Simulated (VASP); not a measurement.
The system is Ge.

```
Ge
1.0
    -0.02821    2.10200    2.11346
     2.07162   -0.03255    2.11780
     2.04296    2.07768   -0.00389
Ge
1
Direct
  0.00000 0.00000 0.00000
```

* Program: VASP 6.6.1
* Task: relaxation of cell and atoms
* Functional: BLYP
* Dispersion: D4
* Potentials or basis: VASP PAW PBE potentials, release 64 (Ge_d)
* Cutoff: 600 eV
* k mesh: 11 × 11 × 11
* Occupations: fermi-dirac, width 0.05 eV
* Spin: no spin polarisation

At the start: pressure 4.9 GPa; volume 18.47 Å³/atom.

How do energy, volume and symmetry change on relaxing?

Over 29 steps the energy falls by 271.0 meV/atom and the volume is 24.18 Å³/atom (+30.9 %); space group Fm-3m (No. 225, to 0.05 Å).

The path:
```csv
step,energy change (eV),largest force (eV/Å),pressure (GPa),volume (Å³)
1,0.0000,0.0000,4.94,18.47
2,-0.0284,0.0000,6.34,20.04
3,-0.2204,0.0000,-10.19,25.23
4,-0.1880,0.0000,23.08,21.68
5,-0.2637,0.0000,4.72,23.98
6,-0.2658,0.0000,-2.95,24.34
7,-0.2671,0.0000,0.62,24.18
8,-0.2534,0.0000,-8.55,24.71
9,-0.2677,0.0000,-1.49,24.26
10,-0.2695,0.0000,-1.34,24.23
11,-0.2706,0.0000,-0.22,24.19
12,-0.2706,0.0000,-0.19,24.19
13,-0.2706,0.0000,0.57,24.16
14,-0.2706,0.0000,0.34,24.17
15,-0.2706,0.0000,0.23,24.17
16,-0.2707,0.0000,0.06,24.18
17,-0.2707,0.0000,-0.34,24.20
18,-0.2707,0.0000,-0.31,24.19
19,-0.2708,0.0000,0.09,24.18
20,-0.2708,0.0000,0.05,24.18
21,-0.2708,0.0000,0.01,24.18
22,-0.2708,0.0000,-0.07,24.18
23,-0.2709,0.0000,-0.15,24.18
24,-0.2709,0.0000,-0.34,24.19
25,-0.2710,0.0000,-0.25,24.19
26,-0.2710,0.0000,0.46,24.16
27,-0.2710,0.0000,0.08,24.17
28,-0.2710,0.0000,0.04,24.17
29,-0.2710,0.0000,0.00,24.18
```

Final structure:
```xyz
1
Lattice="0.0010 2.2916 2.3027 2.2908 0.0006 2.3023 2.2923 2.2917 -0.0001" Properties=species:S:1:pos:R:3 pbc="T T T"
Ge    0.0000    0.0000    0.0000
```

Caveat: the volume moved by over 15 % at a fixed basis, so the end points are rough; the PAW data sets were made with another functional, which shifts forces and pressure a little; pairwise dispersion overbinds metals, which lowers pressure and volume.
